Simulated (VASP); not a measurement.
# MgB2 (P6/mmm) in VASP: further runs

Runs on MgB2. Level: PBEsol. Tasks: single point.

Program: VASP 6.6.1. These are calculated values, not measurements. Logs are shortened: lines on timing, memory, paths and dates and some standing lists are left out, and cuts for length are marked.

## Step 1: The cell of the first run

Symmetry: P6/mmm, No. 191, hexagonal system. The conventional cell has a = 3.067 Å, b = 3.067 Å, c = 3.488 Å, α = 90.00°, β = 90.00°, γ = 120.00°. Mg (site symmetry 6/mmm) has 12 B at 2.49 Å and 6 Mg at 3.07 Å within 3.3 Å. Within 2.5 Å of B (site symmetry -6m2) lie 3 B at 1.77 Å and 6 Mg at 2.49 Å.

## Step 2: Single point, PBEsol

Input file INCAR:

```
  PREC = Accurate
  ENCUT = 520
  EDIFF = 1E-6
  ISMEAR = 0
  SIGMA = 0.05
  LREAL = F
  LASPH = T
  NELM = 80
  ALGO = Normal
  ISIF = 2
  LWAVE = F
  LCHARG = F
  GGA = PS
  NBANDS = 11
```

Input file KPOINTS:

```
Automatic mesh
0
Gamma
  12 12 10
```

Input file POSCAR:

```
MgB2
1.0
    3.0665287164      0.0000000000      0.0000000000
   -1.5332643582      2.6556917698      0.0000000000
    0.0000000000      0.0000000000      3.4879448063
Mg B
1 2
Direct
    0.0000000000      0.0000000000      0.0000000000
    0.3333333333      0.6666666667      0.5000000000
    0.6666666667      0.3333333333      0.5000000000
```

Potentials or basis: VASP PAW PBE potentials, release 64 (Mg, B).

On the command line:

```bash
cat potpaw_PBE.64/Mg/POTCAR potpaw_PBE.64/B/POTCAR > POTCAR
mpirun -np 1 vasp_std > vasp.out
```

OUTCAR:

```text
PREC = Accurate
   ENCUT = 520
   EDIFF = 1E-6
   ISMEAR = 0
   LREAL = F
   LASPH = T
   NELM = 80
   ISIF = 2
   GGA = PS

 ion  position               nearest neighbor table
   1  0.000  0.000  0.000-   2 2.49   3 2.49   2 2.49   3 2.49   2 2.49   2 2.49   3 2.49   3 2.49
                             3 2.49   3 2.49   2 2.49   2 2.49
   2  0.333  0.667  0.500-   3 1.77   3 1.77   3 1.77   1 2.49   1 2.49   1 2.49   1 2.49   1 2.49
                             1 2.49
   3  0.667  0.333  0.500-   2 1.77   2 1.77   2 1.77   1 2.49   1 2.49   1 2.49   1 2.49   1 2.49
                             1 2.49

  LATTYP: Found a hexagonal cell.
 ALAT       =     3.0665287164
 C/A-ratio  =     1.1374244721

  Lattice vectors:

 A1 = (   3.0665287164,   0.0000000000,   0.0000000000)
 A2 = (  -1.5332643582,   2.6556917698,   0.0000000000)
 A3 = (   0.0000000000,   0.0000000000,   3.4879448063)

Analysis of symmetry for initial positions (statically):
=====================================================================
 Subroutine PRICEL returns:
 Original cell was already a primitive cell.

 Routine SETGRP: Setting up the symmetry group for a
 hexagonal supercell.

 Subroutine GETGRP returns: Found 24 space group operations
 (whereof 24 operations were pure point group operations)
 out of a pool of 24 trial point group operations.

The static configuration has the point symmetry D_6h.

Analysis of symmetry for dynamics (positions and initial velocities):
=====================================================================
 Subroutine PRICEL returns:
 Original cell was already a primitive cell.

 Routine SETGRP: Setting up the symmetry group for a
 hexagonal supercell.

 Subroutine GETGRP returns: Found 24 space group operations
 (whereof 24 operations were pure point group operations)
 out of a pool of 24 trial point group operations.

The dynamic configuration has the point symmetry D_6h.

 Subroutine INISYM returns: Found 24 space group operations
 (whereof 24 operations are pure point group operations),
 and found     1 'primitive' translations

----------------------------------------------------------------------------------------

                                     Primitive cell

  volume of cell :      28.4050

  direct lattice vectors                    reciprocal lattice vectors
     3.066528716  0.000000000  0.000000000     0.326101626  0.188274861  0.000000000
    -1.533264358  2.655691770  0.000000000     0.000000000  0.376549723  0.000000000
     0.000000000  0.000000000  3.487944806     0.000000000  0.000000000  0.286701784
[... 98 lines left out ...]
   NUPDOWN=      -1.0000    fix difference up-down
   EMIN   =  10.00;   EMAX   =-10.00  energy-range for DOS
   EFERMI =   0.00;   METHOD = LEGACY
   ISMEAR =     0;   SIGMA  =   0.05  broadening in eV -4-tet -1-fermi 0-gaus
   EFERMI_NEDOS =   21; number of points for ismear=-14 and -15
   IALGO  =     38    algorithm
   IMIX   =      4    mixing-type and parameters
     AMIX     =   0.40;   BMIX     =  1.00
     AMIX_MAG =   1.60;   BMIX_MAG =  1.00
  volume/ion in A,a.u.               =       9.47        63.90
  Fermi-wavevector in a.u.,A,eV,Ry     =   1.073100  2.027864 15.667692  1.151543
  Thomas-Fermi vector in A             =   2.208889
   LORBIT       =      0    0 simple, 1 ext, 2 COOP (PROOUT), +10 PAW based schemes
   GGA     = PS    functional components
   LHFCALC =     F    Hartree Fock is set to
   AEXX    =    0.0000 exact exchange contribution
   IVDW    =     0    specifies the selected vdW correction
   LEPSILON=     F    determine dielectric tensor
   LRPA    =     F    only Hartree local field effects (RPA)
 non-spin polarized calculation
 Gauss-broadening in eV      SIGMA  =   0.05
  energy-cutoff  :      520.00
  volume of cell :       28.40
 maximum number of plane-waves:       781
 NGX is ok and might be reduce to    24
   NGX = 11   NGY = 11   NGZ = 13

 number of electron       8.0000000 magnetization

 Free energy of the ion-electron system (eV)
  ---------------------------------------------------
  ext. energy  EPLUGINS =         0.00000000
  ---------------------------------------------------
  free energy    TOTEN  =       -16.22229577 eV

  energy without entropy =      -16.22193884  energy(sigma->0) =      -16.22211730

 E-fermi :   5.2799     XC(G=0): -11.0830

 val. band max:        5.2465391911   @ k =   0.0833  -0.0000   0.2000
 cond. band min:       5.3853947601   @ k =   0.0833  -0.0000   0.3000
 fundamental gap:      0.1388555690
 Fermi energy:         5.2799007320

 k-point     1 :       0.0000    0.0000    0.0000
  band No.  band energies     occupation
      1      -7.1819      2.00000
      2       2.4131      2.00000
      3       5.7177      0.00000
      4       5.7177      0.00000
      5       7.1033      0.00000
      6      11.6813      0.00000
      7      11.6813      0.00000
      8      13.6399      0.00000
      9      15.4619      0.00000
     10      18.0930      0.00000
     11      21.6632      0.00000
[... 309 lines left out ...]
 k-point    24 :       0.3333    0.0000    0.1000
  band No.  band energies     occupation
      1      -5.1810      2.00000
      2       0.2671      2.00000
      3       3.6056      2.00000
      4       3.6195      2.00000
      5       9.1308      0.00000
      6      10.1016      0.00000
      7      10.8547      0.00000
      8      14.8304      0.00000
      9      17.4037      0.00000
     10      18.2799      0.00000
     11      18.4238      0.00000

 [... further k-points ...]

------------------------ aborting loop because EDIFF is reached ----------------------------------------

  FORCE on cell =-STRESS in cart. coord.  units (eV):
  Direction    XX          YY          ZZ          XY          YZ          ZX
  --------------------------------------------------------------------------------------
  -------------------------------------------------------------------------------------
  Total        0.0109707      0.0109707     -0.0359302     -0.0000000     -0.0000000      0.0000000
  in kB        0.6187980      0.6187980     -2.0266376     -0.0000000     -0.0000000      0.0000000
  external PRESSURE =      -0.2630139 kB  Pullay stress =       0.0000000 kB

 VOLUME and BASIS-vectors are now :
 -----------------------------------------------------------------------------
  energy-cutoff  :      520.00
  volume of cell :       28.40
      direct lattice vectors                 reciprocal lattice vectors
     3.066528716  0.000000000  0.000000000     0.326101626  0.188274861  0.000000000
    -1.533264358  2.655691770  0.000000000     0.000000000  0.376549723  0.000000000
     0.000000000  0.000000000  3.487944806     0.000000000  0.000000000  0.286701784

 POSITION                                       TOTAL-FORCE (eV/Angst)
 -----------------------------------------------------------------------------------
      0.00000      0.00000      0.00000        -0.000000      0.000000      0.000000
     -0.00000      1.77046      1.74397         0.000000      0.000000      0.000000
      1.53326      0.88523      1.74397        -0.000000      0.000000      0.000000
 -----------------------------------------------------------------------------------
    total drift:                                0.000000     -0.000000      0.000000

  FREE ENERGIE OF THE ION-ELECTRON SYSTEM (eV)
  ---------------------------------------------------
  free  energy   TOTEN  =       -16.2222957662 eV

  energy  without entropy=      -16.2219388438  energy(sigma->0) =      -16.22211730
```

It took 42 s on 1 thread of Intel Xeon 8259CL, shared host; peak memory 0.17 GiB.

Results:

```yaml
Free_energy: -16.2223 eV
Pressure: 0.0 GPa
Band_gap_on_the_k_mesh: zero (bands 4 and 5 overlap by 3.90 eV)
```

Levels at points of the mesh, in eV from the Fermi level:
| k point | band 1 | band 2 | band 3 | band 4 | band 5 | band 6 | band 7 | band 8 | band 9 |
| --- | --- | --- | --- | --- | --- | --- | --- | --- | --- |
| (0.00, 0.00, 0.00) | -12.46 | -2.87 | 0.44 | 0.44 | 1.82 | 6.40 | 6.40 | 8.36 | 10.18 |
| (0.50, 0.00, 0.00) | -8.51 | -7.86 | -2.14 | 0.31 | 3.22 | 3.93 | 5.54 | 7.40 | 12.83 |
| (0.00, 0.00, 0.50) | -11.14 | -7.46 | 0.83 | 0.83 | 6.73 | 6.73 | 8.10 | 10.25 | 10.32 |
| (0.50, 0.00, 0.50) | -7.49 | -6.92 | -3.56 | -1.84 | -1.26 | 5.87 | 8.98 | 9.06 | 13.41 |

Caveat: the PAW data sets were made with another functional, which shifts forces and pressure a little.

## Step 3: Single point, PBEsol (9.66 Å³/atom)

This run uses another cell than the first one, of 9.66 Å³/atom.

Input file INCAR:

```
SYSTEM = MgB2
PREC = Accurate
ENCUT = 520
EDIFF = 1E-7
ISMEAR = 0
SIGMA = 0.05
LREAL = .False.
LASPH = .True.
NELM = 60
ALGO = Normal
ISIF = 2
LWAVE = .False.
LCHARG = .False.
GGA = PS
NBANDS = 11
```

Input file KPOINTS:

```
Automatic mesh
0
Gamma
  12 12 10
  0 0 0
```

Input file POSCAR:

```
MgB2
1.0
    3.0831124560      0.0000000000      0.0000000000
   -1.5415562280      2.6700537097      0.0000000000
    0.0000000000      0.0000000000      3.5195336030
Mg B
1 2
Direct
    0.0000000000      0.0000000000      0.0000000000
    0.3333333333      0.6666666667      0.5000000000
    0.6666666667      0.3333333333      0.5000000000
```

Potentials or basis: VASP PAW PBE potentials, release 64 (Mg, B).

On the command line:

```bash
cat potpaw_PBE.64/Mg/POTCAR potpaw_PBE.64/B/POTCAR > POTCAR
mpirun -np 1 vasp_std > vasp.out
```

It took 44 s on 1 thread of Intel Xeon 8259CL, shared host; peak memory 0.17 GiB.

Results (log left out):

| Quantity | Value |
| --- | --- |
| Free energy | -16.2172 eV |
| Pressure | -2.9 GPa |
| Band gap on the k mesh | zero (bands 4 and 5 overlap by 3.83 eV) |

Stress tensor (GPa, compression positive):
```
-2.79  0.00  0.00
 0.00 -2.79  0.00
 0.00  0.00 -3.05
```

Levels at points of the mesh, in eV from the Fermi level:
```tsv
k point	band 2	band 3	band 4	band 5	band 6	band 7
(0.00, 0.00, 0.00)	-2.87	0.43	0.43	1.71	6.34	6.34
(0.50, 0.00, 0.00)	-7.78	-2.11	0.28	3.14	3.90	5.38
(0.00, 0.00, 0.50)	-7.38	0.81	0.81	6.67	6.67	8.02
(0.50, 0.00, 0.50)	-6.87	-3.51	-1.82	-1.25	5.75	8.81
```

Caveat: the PAW data sets were made with another functional, which shifts forces and pressure a little.

## Step 4: Single point, PBEsol (9.85 Å³/atom)

This run uses another cell than the first one, of 9.85 Å³/atom.

Input file INCAR:

```
ALGO = Normal
EDIFF = 1E-7
ENCUT = 520
GGA = PS
ISIF = 2
ISMEAR = 0
LASPH = True
LCHARG = True
LELF = True
LREAL = False
LVHAR = True
LWAVE = False
NBANDS = 11
NELM = 60
PREC = Accurate
SIGMA = 0.05
```

Input file KPOINTS:

```
k-points
0
Gamma
  12 12 10
```

Input file POSCAR:

```
MgB2
1.0
    3.0993829304      0.0000000000      0.0000000000
   -1.5496914652      2.6841443538      0.0000000000
    0.0000000000      0.0000000000      3.5509662247
Mg B
1 2
Direct
    0.0000000000      0.0000000000      0.0000000000
    0.3333333333      0.6666666667      0.5000000000
    0.6666666667      0.3333333333      0.5000000000
```

On the command line:

```bash
cat potpaw_PBE.64/Mg/POTCAR potpaw_PBE.64/B/POTCAR > POTCAR
mpirun -np 1 vasp_std > vasp.out
```

It took 46 s on 1 thread of Intel Xeon 8259CL, shared host; peak memory 0.17 GiB.

Results (log left out):

| Item | Value |
| --- | --- |
| Free energy | -16.2025 eV |
| Pressure | -5.5 GPa |
| Band gap on the k mesh | zero (bands 4 and 5 overlap by 3.75 eV) |

Stress tensor (GPa, compression positive):
```
-5.38  0.00  0.00
 0.00 -5.38  0.00
 0.00  0.00 -5.64
```

Levels at points of the mesh, in eV from the Fermi level:
```tsv
k point	band 1	band 2	band 3	band 4	band 5	band 6	band 7	band 8
(0.00, 0.00, 0.00)	-12.25	-2.88	0.43	0.43	1.59	6.29	6.29	8.03
(0.50, 0.00, 0.00)	-8.40	-7.71	-2.09	0.26	3.07	3.87	5.23	6.95
(0.00, 0.00, 0.50)	-11.00	-7.31	0.79	0.79	6.62	6.62	7.93	9.74
(0.50, 0.00, 0.50)	-7.44	-6.81	-3.47	-1.80	-1.25	5.64	8.65	8.83
```

Caveat: the cell stands under tension; the PAW data sets were made with another functional, which shifts forces and pressure a little.

## Step 5: Overview

| cell | gap on the mesh (eV) | pressure (GPa) |
| --- | --- | --- |
| a = 3.067, b = 3.067, c = 3.488 Å, angles 90.0, 90.0, 120.0°, 3 atoms | none | 0.0 |
| a = 3.083, b = 3.083, c = 3.520 Å, angles 90.0, 90.0, 120.0°, 3 atoms | none | -2.9 |
| a = 3.099, b = 3.099, c = 3.551 Å, angles 90.0, 90.0, 120.0°, 3 atoms | none | -5.5 |

Alike in all rows: task single point; level PBEsol; potentials or basis VASP PAW PBE potentials, release 64 (Mg, B); no spin polarisation; k mesh 12 × 12 × 10; cutoff (eV) 520; smearing gaussian 0.05 eV.

Caveats: the PAW data sets were made with another functional, which shifts forces and pressure a little; the cell stands under tension (at least some runs).

Total energies depend on the potentials used, so only differences within one code and one set of settings carry meaning.
